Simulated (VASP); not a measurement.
Wanted: the native input for a VASP 6.6.1 run.

- Task: single point
- Functional: r2SCAN
- Potentials or basis: VASP PAW PBE potentials, release 64 (Sb)
- Cutoff: 520 eV
- k mesh: 13 × 13 × 13
- Occupations: fermi-dirac, width 0.1 eV
- Spin: no spin polarisation
- Dipole correction: no
- Further INCAR settings: ALGO = Normal; EDIFF = 1e-07; NBANDS = 8

Sb:

```xyz
1
Lattice="0.0000 2.3542 2.3542 2.3542 0.0000 2.3542 2.3542 2.3542 0.0000" Properties=species:S:1:pos:R:3 pbc="T T T"
Sb    0.0000    0.0000    0.0000
```

This cell differs from its parent crystal: volume scaled by 0.96.

These files were run (other wordings do the same):

POSCAR

```
Sb
1.0
    0.0000000000      2.3542070539      2.3542070539
    2.3542070539      0.0000000000      2.3542070539
    2.3542070539      2.3542070539      0.0000000000
Sb
1
Direct
    0.0000000000      0.0000000000      0.0000000000
```

INCAR.step1

```
ALGO = Normal
EDIFF = 1E-4
ENCUT = 520
GGA = PE
ISMEAR = -1
LASPH = T
LCHARG = F
LREAL = F
LWAVE = T
NBANDS = 8
NELM = 80
PREC = Accurate
SIGMA = 0.1
```

INCAR.step2

```
ALGO = Normal
EDIFF = 1E-7
ENCUT = 520
ISIF = 2
ISMEAR = -1
ISTART = 1
LASPH = T
LCHARG = F
LMIXTAU = T
LREAL = F
LWAVE = F
METAGGA = R2SCAN
NBANDS = 8
NELM = 80
PREC = Accurate
SIGMA = 0.1
```

KPOINTS

```
k-points
0
Gamma
  13 13 13
```

Potentials or basis: VASP PAW PBE potentials, release 64 (Sb).

Launch:

```sh
$ cat potpaw_PBE.64/Sb/POTCAR > POTCAR
$ cp INCAR.step1 INCAR
$ mpirun -np 1 vasp_std > vasp.out
$ cp INCAR.step2 INCAR
$ mpirun -np 1 vasp_std > vasp.out
```

It gave:

```json
{"Pressure": "2.6 GPa"}
```

Caveat: the PAW data sets were made with another functional, which shifts forces and pressure a little.

Run time: 57 s on 1 thread of Intel Xeon 6975P-C (shared host), peak memory 0.17 GiB.
